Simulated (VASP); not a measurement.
Set up this calculation in VASP 6.6.1, as the native input.

```yaml
Task: single point
Functional: PBE
Potentials_or_basis: VASP PAW PBE potentials, release 64 (P)
Cutoff: 520 eV
k_mesh: 6 × 8 × 1
Occupations: fermi-dirac, width 0.02 eV
Spin: no spin polarisation
Dipole_correction: yes
Further_INCAR_settings: ALGO = Normal; EDIFF = 1e-07; NBANDS = 18
```

The structure of P lies in POSCAR:

```
P
1.0
    4.7431822934      0.0000000000      0.0000000000
    0.0000000000      3.3741606410      0.0000000000
    0.0000000000      0.0000000000     27.8195791164
P
4
Direct
    0.0959020440      0.0000000000      0.3785050455
    0.4040979560      0.5000000000      0.3785050455
    0.5959020440      0.5000000000      0.3044671850
    0.9040979560      0.0000000000      0.3044671850
```

This cell differs from its parent crystal: strain +2.5%.

One way to write it, as run:

INCAR

```
ALGO = Normal
DIPOL = 0.5 0.5 0.341
EDIFF = 1E-7
ENCUT = 520
GGA = PE
IDIPOL = 3
ISIF = 2
ISMEAR = -1
LASPH = T
LCHARG = F
LDIPOL = T
LREAL = F
LWAVE = F
NBANDS = 18
NELM = 60
PREC = Accurate
SIGMA = 0.02
```

KPOINTS

```
k-points
0
Gamma
  6 8 1
```

Potentials or basis: VASP PAW PBE potentials, release 64 (P).

Command:

```bash
$ cat potpaw_PBE.64/P/POTCAR > POTCAR
$ mpirun -np 1 vasp_std > vasp.out
```

It gave:

| Item | Value |
| --- | --- |
| Largest force | 0.181 eV/Å |
| Band gap on the k mesh | 1.16 eV, direct |

Caveat: the cell differs from its parent crystal (strain +2.5%).

It took 2.1 min on 1 thread of Intel(R) Xeon(R) 6975P-C (Granite Rapids) (shared host), peak memory 0.51 GiB.
